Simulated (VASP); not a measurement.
A run of VASP 6.6.1 is set up as follows.

File INCAR:

```
SYSTEM = Al3BAs2
PREC = Accurate
ENCUT = 520
EDIFF = 1E-7
ISMEAR = 0
SIGMA = 0.1
LREAL = .FALSE.
LASPH = .TRUE.
NELM = 80
ALGO = Normal
ISIF = 2
LWAVE = .FALSE.
LCHARG = .FALSE.
GGA = PE
NBANDS = 20
```

The input KPOINTS:

```
Automatic mesh
0
G
  4 4 4
  0 0 0
```

File POSCAR:

```
Al3BAs2
1.0
    3.8975035505      0.0000000000      0.0000000000
    0.0000000000      3.8975035505      0.0000000000
    0.0000000000      0.0000000000      9.4436899158
Al B As
3 1 2
Direct
    0.0000000000      0.5000000000      0.5917767838
    0.5000000000      0.0000000000      0.4082232162
    0.5000000000      0.5000000000      0.0000000000
    0.0000000000      0.0000000000      0.5000000000
    0.5000000000      0.5000000000      0.7544482950
    0.5000000000      0.5000000000      0.2455517050
```

Potentials or basis: VASP PAW PBE potentials, release 64 (Al, B, As).

Run with:

```bash
$ cat potpaw_PBE.64/Al/POTCAR potpaw_PBE.64/B/POTCAR potpaw_PBE.64/As/POTCAR > POTCAR
$ mpirun -np 1 vasp_std > vasp.out
```

Q: Estimate the band gap on the k mesh.

A: Zero (bands 11 and 12 overlap by 1.60 eV).

Q: Estimate the pressure.

A: 0.0 GPa.

Forces in eV/Å, atoms in the order of the input:
```
Al   0.000  0.000 -0.013
Al   0.000  0.000  0.013
Al   0.000  0.000  0.000
B    0.000  0.000  0.000
As   0.000  0.000  0.007
As   0.000  0.000 -0.007
```

Caveat: the k points lie up to 0.40 Å⁻¹ apart, too coarse for converged energies and pressures of a metal.
